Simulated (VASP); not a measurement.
# TiB2 (P6/mmm) in VASP: a series of runs, part 2 of 2

VASP 6.6.1.

## 4. Relaxation of shape and atoms at fixed volume, PBEsol (7.37 Å³/atom)

This run uses another cell than the first one, of 7.37 Å³/atom.

Contents of INCAR:

```
  ALGO = Normal
  EDIFF = 1E-7
  EDIFFG = -0.01
  ENCUT = 600
  GGA = PS
  IBRION = 2
  ISIF = 4
  ISMEAR = 0
  LASPH = True
  LCHARG = False
  LREAL = False
  LWAVE = False
  NELM = 80
  NSW = 50
  PREC = Accurate
  SIGMA = 0.1
```

Contents of KPOINTS:

```
k-points
0
Gamma
  18 18 14
```

Contents of POSCAR:

```
TiB2
1.0
    2.9021404306      0.0000000000      0.0000000000
   -1.4510702153      2.5133273383      0.0000000000
    0.0000000000      0.0000000000      3.0302225112
Ti B
1 2
Direct
    0.0000000000      0.0000000000      0.0000000000
    0.3333333333      0.6666666667      0.5000000000
    0.6666666667      0.3333333333      0.5000000000
```

Potentials or basis: VASP PAW PBE potentials, release 64 (Ti_sv, B).

Command:

```bash
$ cat potpaw_PBE.64/Ti_sv/POTCAR potpaw_PBE.64/B/POTCAR > POTCAR
$ mpirun -np 1 vasp_std > vasp.out
```

OUTCAR:

```text
EDIFF = 1E-7
   EDIFFG = -0.01
   ENCUT = 600
   GGA = PS
   IBRION = 2
   ISIF = 4
   ISMEAR = 0
   LASPH = True
   LREAL = False
   NELM = 80
   NSW = 50
   PREC = Accurate

 ion  position               nearest neighbor table
   1  0.000  0.000  0.000-   2 2.26   3 2.26   2 2.26   3 2.26   3 2.26   3 2.26   2 2.26   2 2.26
                             3 2.26   3 2.26   2 2.26   2 2.26
   2  0.333  0.667  0.500-   3 1.68   3 1.68   3 1.68   1 2.26   1 2.26   1 2.26   1 2.26   1 2.26
                             1 2.26
   3  0.667  0.333  0.500-   2 1.68   2 1.68   2 1.68   1 2.26   1 2.26   1 2.26   1 2.26   1 2.26
                             1 2.26

  LATTYP: Found a hexagonal cell.
 ALAT       =     2.9021404306
 C/A-ratio  =     1.0441336605

  Lattice vectors:

 A1 = (   2.9021404306,   0.0000000000,   0.0000000000)
 A2 = (  -1.4510702153,   2.5133273383,   0.0000000000)
 A3 = (   0.0000000000,   0.0000000000,   3.0302225112)

Analysis of symmetry for initial positions (statically):
=====================================================================
 Subroutine PRICEL returns:
 Original cell was already a primitive cell.

 Routine SETGRP: Setting up the symmetry group for a
 hexagonal supercell.

 Subroutine GETGRP returns: Found 24 space group operations
 (whereof 24 operations were pure point group operations)
 out of a pool of 24 trial point group operations.

The static configuration has the point symmetry D_6h.

Analysis of symmetry for dynamics (positions and initial velocities):
=====================================================================
 Subroutine PRICEL returns:
 Original cell was already a primitive cell.

 Routine SETGRP: Setting up the symmetry group for a
 hexagonal supercell.

 Subroutine GETGRP returns: Found 24 space group operations
 (whereof 24 operations were pure point group operations)
 out of a pool of 24 trial point group operations.

The dynamic configuration has the point symmetry D_6h.

 Subroutine INISYM returns: Found 24 space group operations
 (whereof 24 operations are pure point group operations),
 and found     1 'primitive' translations

----------------------------------------------------------------------------------------

                                     Primitive cell

  volume of cell :      22.1025

  direct lattice vectors                    reciprocal lattice vectors
     2.902140431  0.000000000  0.000000000     0.344573264  0.198939467  0.000000000
    -1.451070215  2.513327338  0.000000000     0.000000000  0.397878933  0.000000000
     0.000000000  0.000000000  3.030222511     0.000000000  0.000000000  0.330008769

  length of vectors
     2.902140431  2.902140431  3.030222511     0.397878933  0.397878933  0.330008769

  position of ions in fractional coordinates (direct lattice)
     0.000000000  0.000000000  0.000000000
     0.333333333  0.666666667  0.500000000
     0.666666667  0.333333333  0.500000000

  ion indices of the primitive-cell ions
   primitive index   ion index
                 1           1
                 2           2
                 3           3

----------------------------------------------------------------------------------------

[... 62 lines left out ...]
   ICHARG =      2    charge: 1-file 2-atom 10-const
   ISPIN  =      1    spin polarized calculation?
   LNONCOLLINEAR =      F non collinear calculations
   LSORBIT =      F    spin-orbit coupling
   LASPH  =      T    aspherical Exc in radial PAW
   ENCUT  =  600.0 eV  44.10 Ry    6.64 a.u.   5.80  5.80  6.05*2*pi/ulx,y,z
   NELM   =     80;   NELMIN=  2; NELMDL= -5     # of ELM steps
   EDIFF  = 0.1E-06   stopping-criterion for ELM
   LREAL  =      F    real-space projection
   EDIFFG = -.1E-01   stopping-criterion for IOM
   NSW    =     50    number of steps for IOM
   IBRION =      2    ionic relax: 0-MD 1-quasi-New 2-CG
   NFREE  =      1    steps in history (QN), initial steepest desc. (CG)
   ISIF   =      4    stress and relaxation
   ISYM   =      2    0-nonsym 1-usesym 2-fastsym
   POTIM  = 0.5000    time-step for ionic-motion
   TEBEG  =    0.0;   TEEND  =   0.0 temperature during run
   PSTRESS=    0.0 pullay stress
   NELECT =      18.0000    total number of electrons
   NUPDOWN=      -1.0000    fix difference up-down
   EMIN   =  10.00;   EMAX   =-10.00  energy-range for DOS
   EFERMI =   0.00;   METHOD = LEGACY
   ISMEAR =     0;   SIGMA  =   0.10  broadening in eV -4-tet -1-fermi 0-gaus
   EFERMI_NEDOS =   21; number of points for ismear=-14 and -15
   IALGO  =     38    algorithm
   IMIX   =      4    mixing-type and parameters
     AMIX     =   0.40;   BMIX     =  1.00
     AMIX_MAG =   1.60;   BMIX_MAG =  1.00
  volume/ion in A,a.u.               =       7.37        49.72
  Fermi-wavevector in a.u.,A,eV,Ry     =   1.528803  2.889020 31.800082  2.337240
  Thomas-Fermi vector in A             =   2.636512
   LORBIT       =      0    0 simple, 1 ext, 2 COOP (PROOUT), +10 PAW based schemes
   GGA     = PS    functional components
   LHFCALC =     F    Hartree Fock is set to
   AEXX    =    0.0000 exact exchange contribution
   IVDW    =     0    specifies the selected vdW correction
   LEPSILON=     F    determine dielectric tensor
   LRPA    =     F    only Hartree local field effects (RPA)
 conjugate gradient relaxation of ions
 non-spin polarized calculation
 Gauss-broadening in eV      SIGMA  =   0.10
  energy-cutoff  :      600.00
  volume of cell :       22.10
 maximum number of plane-waves:       752
 NGX is ok and might be reduce to    24
   NGX = 11   NGY = 11   NGZ = 13

--------------------------------------- Ionic step        1  -------------------------------------------

 number of electron      17.9999997 magnetization

 Free energy of the ion-electron system (eV)
  ---------------------------------------------------
  ext. energy  EPLUGINS =         0.00000000
  ---------------------------------------------------
  free energy    TOTEN  =       -25.42098551 eV

  energy without entropy =      -25.41942399  energy(sigma->0) =      -25.42020475

------------------------ aborting loop because EDIFF is reached ----------------------------------------

  FORCE on cell =-STRESS in cart. coord.  units (eV):
  Direction    XX          YY          ZZ          XY          YZ          ZX
  --------------------------------------------------------------------------------------
  -------------------------------------------------------------------------------------
  Total        6.1205909      6.1205909      5.7954414      0.0000000      0.0000000      0.0000000
  in kB      443.6719095    443.6719095    420.1023382      0.0000000      0.0000000      0.0000000
  external PRESSURE =     435.8153857 kB  Pullay stress =       0.0000000 kB
[... 61 lines left out ...]
--------------------------------------- Ionic step        3  -------------------------------------------

 number of electron      17.9999996 magnetization

 Free energy of the ion-electron system (eV)
  ---------------------------------------------------
  ext. energy  EPLUGINS =         0.00000000
  ---------------------------------------------------
  free energy    TOTEN  =       -25.42147723 eV

  energy without entropy =      -25.41992729  energy(sigma->0) =      -25.42070226

 E-fermi :  11.6366     XC(G=0): -13.6123

 val. band max:       11.6229646866   @ k =   0.0556  -0.0000   0.4286
 cond. band min:      11.6666266235   @ k =   0.0556   0.0556   0.2857
 fundamental gap:      0.0436619369
 Fermi energy:        11.6366324030

 k-point     1 :       0.0000    0.0000    0.0000
  band No.  band energies     occupation
      1     -44.6834      2.00000
      2     -21.1548      2.00000
      3     -20.7624      2.00000
      4     -20.7624      2.00000
      5      -2.6090      2.00000
      6       8.4939      2.00000
      7       8.4939      2.00000
      8       9.1283      2.00000
      9       9.6142      2.00000
     10      13.9920      0.00000
     11      13.9920      0.00000
     12      16.2321      0.00000
     13      16.2321      0.00000
[... 354 lines left out ...]
  band No.  band energies     occupation
      1     -44.5856      2.00000
      2     -21.3810      2.00000
      3     -21.0379      2.00000
      4     -20.9577      2.00000
      5       1.1615      2.00000
      6       2.9104      2.00000
      7       6.7536      2.00000
      8       8.3097      2.00000
      9      10.2401      2.00000
     10      12.3123      0.00000
     11      14.3745      0.00000
     12      15.3523      0.00000
     13      16.8855      0.00000

 [... further k-points ...]

------------------------ aborting loop because EDIFF is reached ----------------------------------------

  FORCE on cell =-STRESS in cart. coord.  units (eV):
  Direction    XX          YY          ZZ          XY          YZ          ZX
  --------------------------------------------------------------------------------------
  -------------------------------------------------------------------------------------
  Total        5.9877336      5.9877336      5.9887629      0.0000000     -0.0000000      0.0000000
  in kB      434.0412965    434.0412965    434.1159102      0.0000000     -0.0000000      0.0000000
  external PRESSURE =     434.0661677 kB  Pullay stress =       0.0000000 kB
[... 18 lines left out ...]
  FREE ENERGIE OF THE ION-ELECTRON SYSTEM (eV)
  ---------------------------------------------------
  free  energy   TOTEN  =       -25.4214772294 eV

  energy  without entropy=      -25.4199272888  energy(sigma->0) =      -25.42070226

 reached required accuracy - stopping structural energy minimisation
```

OSZICAR:

```text
N       E                     dE             d eps       ncg     rms          rms(c)
DAV:   1     0.141603515431E+03    0.14160E+03   -0.10366E+04  7696   0.181E+03
DAV:   2    -0.200662565162E+02   -0.16167E+03   -0.15713E+03  7871   0.430E+02
DAV:   3    -0.302484884329E+02   -0.10182E+02   -0.99907E+01 10991   0.101E+02
DAV:   4    -0.306053177128E+02   -0.35683E+00   -0.35582E+00  9701   0.173E+01
[... 22 lines left out ...]
DAV:   1    -0.254214987988E+02   -0.32866E-04   -0.12007E-03  8386   0.574E-01    0.348E-02
DAV:   2    -0.254214840193E+02    0.14779E-04   -0.61699E-05  8083   0.890E-02    0.204E-02
DAV:   3    -0.254214777508E+02    0.62685E-05   -0.69388E-06  8963   0.363E-02    0.552E-03
DAV:   4    -0.254214772761E+02    0.47470E-06   -0.10737E-06  8867   0.129E-02    0.908E-04
DAV:   5    -0.254214772294E+02    0.46744E-07   -0.91746E-08  5326   0.392E-03
   3 F= -.25421477E+02 E0= -.25420702E+02  d E =-.491715E-03
```

Run time: 3.1 min. Hardware: 1 thread of Intel Xeon 8259CL, shared host; peak memory 0.24 GiB.

Results:

```yaml
Free_energy: -25.4215 eV
Energy_gained_by_relaxing: 0.2 meV/atom
Ionic_steps: 3
Pressure_after_relaxing: 43.4 GPa
Band_gap_on_the_k_mesh: zero (bands 9 and 10 overlap by 0.76 eV)
```

Step by step:
| step | energy change (eV) | largest force (eV/Å) | pressure (GPa) | volume (Å³) |
| --- | --- | --- | --- | --- |
| 1 | 0.0000 | 0.0000 | 43.58 | 22.10 |
| 2 | -0.0005 | 0.0000 | 43.38 | 22.10 |
| 3 | -0.0005 | 0.0000 | 43.41 | 22.10 |

Final structure:
```cif
data_structure
_symmetry_space_group_name_H-M 'P 1'
_symmetry_Int_Tables_number 1
_cell_length_a 2.9065
_cell_length_b 2.9065
_cell_length_c 3.0210
_cell_angle_alpha 90.000
_cell_angle_beta 90.000
_cell_angle_gamma 120.000
_cell_volume 22.10
loop_
_atom_site_label
_atom_site_type_symbol
_atom_site_fract_x
_atom_site_fract_y
_atom_site_fract_z
_atom_site_occupancy
Ti1 Ti 0.00000 0.00000 0.00000 1
B1 B 0.33333 0.66667 0.50000 1
B2 B 0.66667 0.33333 0.50000 1
```

Levels at points of the mesh, in eV from the Fermi level:
| k point | band 7 | band 8 | band 9 | band 10 | band 11 | band 12 |
| --- | --- | --- | --- | --- | --- | --- |
| (0.00, 0.00, 0.00) | -3.14 | -2.51 | -2.02 | 2.36 | 2.36 | 4.60 |
| (0.50, 0.00, 0.00) | -3.54 | -3.51 | -2.75 | 1.68 | 3.28 | 3.92 |
| (0.00, 0.00, 0.50) | -0.64 | -0.64 | -0.42 | -0.42 | 0.48 | 0.48 |
| (0.50, 0.00, 0.50) | -5.34 | -4.42 | -3.16 | 3.26 | 3.55 | 5.71 |

Caveat: the PAW data sets were made with another functional, which shifts forces and pressure a little.

## 5. The runs side by side

```tsv
task	cell	cutoff (eV)	gap on the mesh (eV)	pressure (GPa)
single point	a = 3.068, b = 3.068, c = 3.265 Å, angles 90.0, 90.0, 120.0°, 3 atoms	520	none	-13.4
single point	a = 3.101, b = 3.101, c = 3.317 Å, angles 90.0, 90.0, 120.0°, 3 atoms	520	none	-20.5
relaxation of shape and atoms at fixed volume	relaxed from a = 2.902, b = 2.902, c = 3.030 Å, angles 90.0, 90.0, 120.0°, 3 atoms	600	none	43.4
```

Alike in all rows: level PBEsol; potentials or basis VASP PAW PBE potentials, release 64 (Ti_sv, B); no spin polarisation; k mesh 18 × 18 × 14; smearing gaussian 0.1 eV.

Caveats: the PAW data sets were made with another functional, which shifts forces and pressure a little; the cell stands under tension (at least some runs).

Total energies depend on the potentials used, so only differences within one code and one set of settings carry meaning.
